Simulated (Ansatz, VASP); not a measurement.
One calculation of MgS, two programs

```
Mg S
1.0
     0.00000    2.60152    2.60152
     2.60152    0.00000    2.60152
     2.60152    2.60152    0.00000
Mg S
1 1
Cartesian
  0.0000 0.0000 0.0000
  2.6015 2.6015 2.6015
```

Alike in both runs: task single point; functional r2SCAN; k mesh 6 × 6 × 6; no spin polarisation.

```csv
,VASP,Ansatz
version,VASP 6.6.1,Ansatz 0.2.0
potentials or method,"VASP PAW PBE potentials, release 64 (Mg, S)","plane waves, PAW"
plane-wave cutoff (eV),520,500
occupations,"gaussian, width 0.01 eV",fixed
valence electrons in the cell,8,16
```

```csv
,VASP,Ansatz,Ansatz less VASP
gap on the k mesh at the Fermi level (eV),3.43,3.46,+0.029
pressure (GPa),-0.4,0.0,+0.47
```

VASP's potentials were made for PBE, not for r2SCAN. VASP's potentials hold 8 valence electrons a cell and Ansatz's 16, so a difference there can come from the potentials and not from the codes.
